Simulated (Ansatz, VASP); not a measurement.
# HfO2 in VASP and in Ansatz

```
CELL_PARAMETERS angstrom
3.42409 0.00000 0.00000
0.00000 3.42409 0.00000
0.00000 0.00000 5.13237
ATOMIC_POSITIONS crystal
Hf 0.50000 0.50000 0.50000
Hf 0.00000 0.00000 0.00000
O 0.00000 0.50000 0.69325
O 0.50000 0.00000 0.80675
O 0.50000 0.00000 0.30675
O 0.00000 0.50000 0.19325
```

Change from the starting cell: strain -0.050 along x and y, -0.025 along z, atoms carried along.

Alike in both runs: task single point; functional PBE; k mesh 6 × 6 × 4; occupations gaussian, width 0.05 eV; no spin polarisation.

|  | VASP | Ansatz |
| --- | --- | --- |
| version | VASP 6.6.1 | Ansatz 0.2.0 |
| potentials or method | VASP PAW PBE potentials, release 64 (Hf_pv, O), cutoff 520 eV | scalar-relativistic, plane waves, PAW |
| valence electrons in the cell | 44 | 76 |

```tsv
	VASP	Ansatz	Ansatz less VASP
gap on the k mesh at the Fermi level (eV)	5.13	5.11	-0.020
least direct gap on the mesh (eV)	5.21	5.20	-0.012
pressure (GPa)	36.4	40.4	+3.96
traceless stress, the component that is largest in VASP (GPa)	-10.32	-10.13	+0.193
rms of the force components (eV/Å)	0.358	0.370	+0.0126
```

Atom by atom the forces differ by 0.013 eV/Å (rms over components). The pressures are high and differ by over a tenth, so treat them with care. VASP's potentials hold 44 valence electrons a cell and Ansatz's 76, so a difference there can come from the potentials and not from the codes.

Neither program's run includes spin-orbit coupling.
